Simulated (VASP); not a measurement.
Write the native input for VASP 6.6.1 that does the following.

| Property | Result |
| --- | --- |
| Task | single point |
| Functional | PBEsol |
| Potentials or basis | VASP PAW PBE potentials, release 64 (Ti_sv) |
| Cutoff | 520 eV |
| k mesh | 9 × 9 × 9 |
| Occupations | fermi-dirac, width 0.05 eV |
| Spin | no spin polarisation |
| Dipole correction | no |
| Further INCAR settings | ALGO = Fast; EDIFF = 1e-06; NBANDS = 12 |

The structure of Ti lies in POSCAR:

```
Ti
1.0
    0.0000000000      2.0300000000      2.0706000000
    2.0300000000      0.0000000000      2.0706000000
    2.0300000000      2.0300000000      0.0000000000
Ti
1
Direct
    0.0000000000      0.0000000000      0.0000000000
```

These files were run (other wordings do the same):

INCAR

```
PREC = Accurate
ENCUT = 520
EDIFF = 1E-6
ISMEAR = -1
SIGMA = 0.05
LREAL = F
LASPH = T
NELM = 60
ALGO = Fast
ISIF = 2
LWAVE = F
LCHARG = F
GGA = PS
NBANDS = 12
```

KPOINTS

```
Automatic mesh
0
Gamma
  9 9 9
```

Potentials or basis: VASP PAW PBE potentials, release 64 (Ti_sv).

The run is started by

```bash
$ cat potpaw_PBE.64/Ti_sv/POTCAR > POTCAR
$ mpirun -np 1 vasp_std > vasp.out
```

It gave:

| Property | Result |
| --- | --- |
| Pressure | -2.5 GPa |
| Band gap on the k mesh | zero (band 6 reaches 9.05 eV, above the bottom of band 7 at 7.83 eV) |

Caveat: the PAW data sets were made with another functional, which shifts forces and pressure a little.

It took 18 s on 1 thread of Intel Xeon 6975P-C (shared host), peak memory 0.14 GiB.
